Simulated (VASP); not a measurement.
# ZrSi2 (Cmcm) in VASP: single point with r2SCAN

Aim: the single point of ZrSi2 with r2SCAN.

Everything below comes from runs of VASP 6.6.1. Logs are shortened: lines on timing, memory, paths and dates and some standing lists are left out, and cuts for length are marked.

**1. The cell of the first run**

The structure is orthorhombic, space group Cmcm (No. 63). Conventional cell: a = 3.711 Å, b = 14.575 Å, c = 3.661 Å, α = 90.00°, β = 90.00°, γ = 90.00°. Zr (site symmetry m2m) has 8 Si at 2.67 to 2.80 Å within 3.5 Å. Si (site symmetry m2m) has 8 Si at 2.39 to 2.61 Å and 4 Zr at 2.78 to 2.80 Å within 3.2 Å. Si (site symmetry m2m) has 4 Si at 2.39 to 2.41 Å and 4 Zr at 2.67 Å within 3.2 Å.

**2. Single point, r2SCAN**

File POSCAR:

```
ZrSi2
1.0
    3.7110610000      0.0000000000      0.0000000000
    1.8555300000     -7.2874460000      0.0000000000
    0.0000000000      0.0000000000     -3.6611810000
Zr Si
2 4
Direct
    0.1060000000      0.7880000000      0.7500000000
    0.8940000000      0.2120000000      0.2500000000
    0.7500000000      0.5000000000      0.7500000000
    0.2500000000      0.5000000000      0.2500000000
    0.3550000000      0.2900000000      0.7500000000
    0.6450000000      0.7100000000      0.2500000000
```

File INCAR.step1:

```
SYSTEM = ZrSi2
PREC = Accurate ; ENCUT = 520
ISMEAR = -1 ; SIGMA = 0.017
LREAL = .False. ; LASPH = .True.
NELM = 60 ; NBANDS = 29
GGA = PE ; ALGO = Normal
EDIFF = 1E-4 ; LWAVE = .True.
LCHARG = .False.
```

File INCAR.step2:

```
SYSTEM = ZrSi2
PREC = Accurate ; ENCUT = 520
EDIFF = 1E-6 ; ISMEAR = -1
SIGMA = 0.017 ; LREAL = .False.
LASPH = .True. ; NELM = 60
ALGO = Normal ; ISIF = 2
LWAVE = .False. ; LCHARG = .False.
METAGGA = R2SCAN ; LMIXTAU = .True.
NBANDS = 29 ; ISTART = 1
```

File KPOINTS:

```
regular mesh
0
Gamma
  8 8 8
  0 0 0
```

Potentials or basis: VASP PAW PBE potentials, release 64 (Zr_sv, Si).

Run with:

```sh
$ cat potpaw_PBE.64/Zr_sv/POTCAR potpaw_PBE.64/Si/POTCAR > POTCAR
$ cp INCAR.step1 INCAR
$ mpirun -np 1 vasp_std > vasp.out
$ cp INCAR.step2 INCAR
$ mpirun -np 1 vasp_std > vasp.out
```

OUTCAR:

```text
SYSTEM = ZrSi2
   PREC = Accurate
   ENCUT = 520
   EDIFF = 1E-6
   ISMEAR = -1
   LREAL = .False.
   LASPH = .True.
   NELM = 60
   ISIF = 2
   METAGGA = R2SCAN
   ISTART = 1

 ion  position               nearest neighbor table
   1  0.106  0.788  0.750-   6 2.67   6 2.67   6 2.67   6 2.67   4 2.78   4 2.78   3 2.80   3 2.80
                             2 3.59   2 3.59
   2  0.894  0.212  0.250-   5 2.67   5 2.67   5 2.67   5 2.67   3 2.78   3 2.78   4 2.80   4 2.80
                             1 3.59   1 3.59
   3  0.750  0.500  0.750-   6 2.39   6 2.39   5 2.41   5 2.41   4 2.61   4 2.61   4 2.61   4 2.61
                             2 2.78   2 2.78   1 2.80   1 2.80
   4  0.250  0.500  0.250-   5 2.39   5 2.39   6 2.41   6 2.41   3 2.61   3 2.61   3 2.61   3 2.61
                             1 2.78   1 2.78   2 2.80   2 2.80
   5  0.355  0.290  0.750-   4 2.39   4 2.39   3 2.41   3 2.41   2 2.67   2 2.67   2 2.67   2 2.67

   6  0.645  0.710  0.250-   3 2.39   3 2.39   4 2.41   4 2.41   1 2.67   1 2.67   1 2.67   1 2.67

  LATTYP: Found a base centered orthorhombic cell.
 ALAT       =     3.7110610000
 B/A-ratio  =     3.9274191397
 C/A-ratio  =     0.9865590999

  Lattice vectors:

 A1 = (   1.8555310000,   7.2874460000,   0.0000000000)
 A2 = (   1.8555300000,  -7.2874460000,   0.0000000000)
 A3 = (   0.0000000000,   0.0000000000,  -3.6611810000)

Analysis of symmetry for initial positions (statically):
=====================================================================
 Subroutine PRICEL returns:
 Original cell was already a primitive cell.

 Routine SETGRP: Setting up the symmetry group for a
 base centered orthorhombic supercell.

 Subroutine GETGRP returns: Found  8 space group operations
 (whereof  4 operations were pure point group operations)
 out of a pool of  8 trial point group operations.

The static configuration has the point symmetry C_2h.
 The point group associated with its full space group is D_2h.

Analysis of symmetry for dynamics (positions and initial velocities):
=====================================================================
 Subroutine PRICEL returns:
 Original cell was already a primitive cell.

 Routine SETGRP: Setting up the symmetry group for a
 base centered orthorhombic supercell.

 Subroutine GETGRP returns: Found  8 space group operations
 (whereof  4 operations were pure point group operations)
 out of a pool of  8 trial point group operations.

The dynamic configuration has the point symmetry C_2h.
 The point group associated with its full space group is D_2h.

 Subroutine INISYM returns: Found  8 space group operations
 (whereof  4 operations are pure point group operations),
 and found     1 'primitive' translations

----------------------------------------------------------------------------------------

                                     Primitive cell

  volume of cell :      99.0136

  direct lattice vectors                    reciprocal lattice vectors
     3.711061000  0.000000000  0.000000000     0.269464716  0.068611125  0.000000000
     1.855530000 -7.287446000  0.000000000     0.000000000 -0.137222286  0.000000000
     0.000000000  0.000000000 -3.661181000     0.000000000  0.000000000 -0.273135909

  length of vectors
     3.711061000  7.519964148  3.661181000     0.278062439  0.137222286  0.273135909

  position of ions in fractional coordinates (direct lattice)
     0.106000000  0.788000000  0.750000000
     0.894000000  0.212000000  0.250000000
     0.750000000  0.500000000  0.750000000
     0.250000000  0.500000000  0.250000000
     0.355000000  0.290000000  0.750000000
     0.645000000  0.710000000  0.250000000

  ion indices of the primitive-cell ions
   primitive index   ion index
                 1           1
                 2           2
                 3           3
                 4           4
                 5           5
                 6           6

----------------------------------------------------------------------------------------

 KPOINTS: regular mesh

Automatic generation of k-mesh.
 Grid dimensions read from file:
 generate k-points for:    8    8    8

 Generating k-lattice:

  Cartesian coordinates                     Fractional coordinates (reciprocal lattice)
     0.033683090  0.008576391  0.000000000     0.125000000 -0.000000000  0.000000000
     0.000000000 -0.017152786  0.000000000     0.000000000  0.125000000  0.000000000
     0.000000000  0.000000000 -0.034141989     0.000000000  0.000000000  0.125000000

  Length of vectors
     0.034757805  0.017152786  0.034141989

  Shift w.r.t. Gamma in fractional coordinates (k-lattice)
     0.000000000  0.000000000  0.000000000

 Subroutine IBZKPT returns following result:
 ===========================================

 Found    105 irreducible k-points:

 Following reciprocal coordinates:
            Coordinates               Weight
  0.000000  0.000000  0.000000      1.000000
  0.125000  0.000000  0.000000      4.000000
  0.250000  0.000000  0.000000      4.000000
  0.375000  0.000000  0.000000      4.000000
  0.500000  0.000000  0.000000      2.000000
  0.000000  0.125000  0.000000      2.000000
[... 16 lines left out ...]
  0.125000  0.000000  0.125000      8.000000
  0.250000  0.000000  0.125000      8.000000
 [... further k-points ...]
   k-points           NKPTS =    105   k-points in BZ     NKDIM =    105   number of bands    NBANDS=     29
   number of dos      NEDOS =    301   number of ions     NIONS =      6
   total plane-waves  NPLWV =  43904
   dimension x,y,z NGX =    28 NGY =   56 NGZ =   28
   dimension x,y,z NGXF=    56 NGYF=  112 NGZF=   56
   ions per type =               2   4
   NGX,Y,Z   is equivalent  to a cutoff of  12.54, 12.38, 12.71 a.u.
   NGXF,Y,Z  is equivalent  to a cutoff of  25.09, 24.76, 25.43 a.u.
 SYSTEM =  ZrSi2
   PREC   = accura    normal or accurate (medium, high low for compatibility)
   ISTART =      1    job   : 0-new  1-cont  2-samecut
   ICHARG =      0    charge: 1-file 2-atom 10-const
   ISPIN  =      1    spin polarized calculation?
   LNONCOLLINEAR =      F non collinear calculations
   LSORBIT =      F    spin-orbit coupling
   LASPH  =      T    aspherical Exc in radial PAW
   ENCUT  =  520.0 eV  38.22 Ry    6.18 a.u.   6.90 13.98  6.81*2*pi/ulx,y,z
   NELM   =     60;   NELMIN=  2; NELMDL=  0     # of ELM steps
   EDIFF  = 0.1E-05   stopping-criterion for ELM
   LREAL  =      F    real-space projection
   EDIFFG = 0.1E-04   stopping-criterion for IOM
   NSW    =      0    number of steps for IOM
   IBRION =     -1    ionic relax: 0-MD 1-quasi-New 2-CG
   NFREE  =      0    steps in history (QN), initial steepest desc. (CG)
   ISIF   =      2    stress and relaxation
   ISYM   =      2    0-nonsym 1-usesym 2-fastsym
   POTIM  = 0.5000    time-step for ionic-motion
   TEBEG  =    0.0;   TEEND  =   0.0 temperature during run
   PSTRESS=    0.0 pullay stress
   NELECT =      40.0000    total number of electrons
   NUPDOWN=      -1.0000    fix difference up-down
   EMIN   =  10.00;   EMAX   =-10.00  energy-range for DOS
   EFERMI =   0.00;   METHOD = LEGACY
   ISMEAR =    -1;   SIGMA  =   0.02  broadening in eV -4-tet -1-fermi 0-gaus
   EFERMI_NEDOS =   21; number of points for ismear=-14 and -15
   IALGO  =     38    algorithm
   IMIX   =      4    mixing-type and parameters
     AMIX     =   0.40;   BMIX     =  1.00
     AMIX_MAG =   1.60;   BMIX_MAG =  1.00
  volume/ion in A,a.u.               =      16.50       111.36
  Fermi-wavevector in a.u.,A,eV,Ry     =   1.210217  2.286979 19.927438  1.464625
  Thomas-Fermi vector in A             =   2.345771
   LORBIT       =      0    0 simple, 1 ext, 2 COOP (PROOUT), +10 PAW based schemes
   METAGGA = R2SCAN    functional components
   LHFCALC =     F    Hartree Fock is set to
   AEXX    =    0.0000 exact exchange contribution
   IVDW    =     0    specifies the selected vdW correction
   LEPSILON=     F    determine dielectric tensor
   LRPA    =     F    only Hartree local field effects (RPA)
 non-spin polarized calculation
  energy-cutoff  :      520.00
  volume of cell :       99.01
 maximum number of plane-waves:      2694
   NGX = 13   NGY = 27   NGZ = 13

 number of electron      39.9999999 magnetization

 Free energy of the ion-electron system (eV)
  ---------------------------------------------------
  ext. energy  EPLUGINS =         0.00000000
  ---------------------------------------------------
  free energy    TOTEN  =       -79.49937424 eV

  energy without entropy =      -79.49521503  energy(sigma->0) =      -79.49729463

 E-fermi :  10.2653     XC(G=0): -11.9022

 val. band max:       10.2536712955   @ k =   0.0000   0.5000   0.2500
 cond. band min:      10.2657505769   @ k =  -0.3750   0.1250   0.3750
 fundamental gap:      0.0120792814
 Fermi energy:        10.2653317016

 k-point     1 :       0.0000    0.0000    0.0000
  band No.  band energies     occupation
      1     -40.1797      2.00000
      2     -40.1673      2.00000
      3     -17.7570      2.00000
      4     -17.6000      2.00000
      5     -17.5817      2.00000
      6     -17.5697      2.00000
[... 21 lines left out ...]
     28      14.4029      0.00000
     29      14.4407      0.00000

 k-point     2 :       0.1250    0.0000    0.0000
  band No.  band energies     occupation
      1     -40.1781      2.00000
      2     -40.1659      2.00000
      3     -17.7515      2.00000
      4     -17.6110      2.00000
      5     -17.6054      2.00000
      6     -17.5917      2.00000
[... 21 lines left out ...]
     28      14.2662      0.00000
     29      14.9435      0.00000

 k-point     3 :       0.2500    0.0000    0.0000
  band No.  band energies     occupation
      1     -40.1744      2.00000
      2     -40.1624      2.00000
      3     -17.7399      2.00000
      4     -17.6794      2.00000
      5     -17.6681      2.00000
      6     -17.5942      2.00000
[... 21 lines left out ...]
     28      13.9231      0.00000
     29      14.5277      0.00000

 k-point     4 :       0.3750    0.0000    0.0000
  band No.  band energies     occupation
      1     -40.1707      2.00000
      2     -40.1589      2.00000
      3     -17.7584      2.00000
      4     -17.7379      2.00000
      5     -17.7127      2.00000
      6     -17.5923      2.00000
[... 21 lines left out ...]
     28      13.5363      0.00000
     29      14.5134      0.00000

 k-point     5 :       0.5000    0.0000    0.0000
  band No.  band energies     occupation
      1     -40.1691      2.00000
      2     -40.1575      2.00000
      3     -17.7837      2.00000
      4     -17.7647      2.00000
      5     -17.7102      2.00000
      6     -17.5916      2.00000
[... 21 lines left out ...]
     28      13.2523      0.00000
     29      14.0937      0.00000
[... 510 lines left out ...]
     28      14.4143      0.00000
     29      14.5343      0.00000

 k-point    22 :       0.0000    0.0000    0.1250
  band No.  band energies     occupation
      1     -40.1775      2.00000
      2     -40.1660      2.00000
      3     -17.7467      2.00000
      4     -17.6216      2.00000
      5     -17.5779      2.00000
      6     -17.5768      2.00000
[... 21 lines left out ...]
     28      14.0187      0.00000
     29      14.7359      0.00000

 k-point    23 :       0.1250    0.0000    0.1250
  band No.  band energies     occupation
      1     -40.1759      2.00000
      2     -40.1646      2.00000
      3     -17.7415      2.00000
      4     -17.6209      2.00000
      5     -17.6071      2.00000
      6     -17.5941      2.00000
[... 21 lines left out ...]
     28      14.2632      0.00000
     29      14.3422      0.00000

 k-point    24 :       0.2500    0.0000    0.1250
  band No.  band energies     occupation
      1     -40.1723      2.00000
      2     -40.1611      2.00000
      3     -17.7306      2.00000
      4     -17.6744      2.00000
      5     -17.6646      2.00000
      6     -17.6124      2.00000
[... 21 lines left out ...]
     28      14.6394      0.00000
     29      14.9044      0.00000

 [... further k-points ...]
[... 5 lines left out ...]
  --------------------------------------------------------------------------------------
  -------------------------------------------------------------------------------------
  Total        8.0631179      3.4266067      9.2805643      0.0000002      0.0000000      0.0000000
  in kB      130.4724894     55.4472743    150.1724693      0.0000038      0.0000000      0.0000000
  external PRESSURE =     112.0307443 kB  Pullay stress =       0.0000000 kB

 VOLUME and BASIS-vectors are now :
 -----------------------------------------------------------------------------
  energy-cutoff  :      520.00
  volume of cell :       99.01
      direct lattice vectors                 reciprocal lattice vectors
     3.711061000  0.000000000  0.000000000     0.269464716  0.068611125  0.000000000
     1.855530000 -7.287446000  0.000000000     0.000000000 -0.137222286  0.000000000
     0.000000000  0.000000000 -3.661181000     0.000000000  0.000000000 -0.273135909

 POSITION                                       TOTAL-FORCE (eV/Angst)
 -----------------------------------------------------------------------------------
      1.85553     -5.74251     -2.74589        -0.000000     -0.336085      0.000000
      3.71106     -1.54494     -0.91530         0.000000      0.336085     -0.000000
      3.71106     -3.64372     -2.74589         0.000000      0.013115      0.000000
      1.85553     -3.64372     -0.91530        -0.000000     -0.013115      0.000000
      1.85553     -2.11336     -2.74589         0.000000      2.670265      0.000000
      3.71106     -5.17409     -0.91530        -0.000000     -2.670265      0.000000
 -----------------------------------------------------------------------------------
    total drift:                                0.000000      0.000000     -0.000000

  FREE ENERGIE OF THE ION-ELECTRON SYSTEM (eV)
  ---------------------------------------------------
  free  energy   TOTEN  =       -79.4993742352 eV

  energy  without entropy=      -79.4952150327  energy(sigma->0) =      -79.49729463
```

Wall time 6.4 min (1 thread of Intel Xeon 6975P-C (Granite Rapids), shared host); peak memory 0.37 GiB.

What came out:

| Quantity | Value |
| --- | --- |
| Free energy | -79.4994 eV |
| Pressure | 11.2 GPa |
| Largest force | 2.670 eV/Å |
| Band gap on the k mesh | zero (band 20 reaches 10.93 eV, above the bottom of band 21 at 9.57 eV) |

Forces in eV/Å, atoms in the order of the input:
```
Zr   0.000 -0.336  0.000
Zr   0.000  0.336  0.000
Si   0.000  0.013  0.000
Si   0.000 -0.013  0.000
Si   0.000  2.670  0.000
Si   0.000 -2.670  0.000
```

Stress tensor (GPa, compression positive):
```
13.05  0.00  0.00
 0.00  5.54  0.00
 0.00  0.00 15.02
```

Caveat: the PAW data sets were made with another functional, which shifts forces and pressure a little.
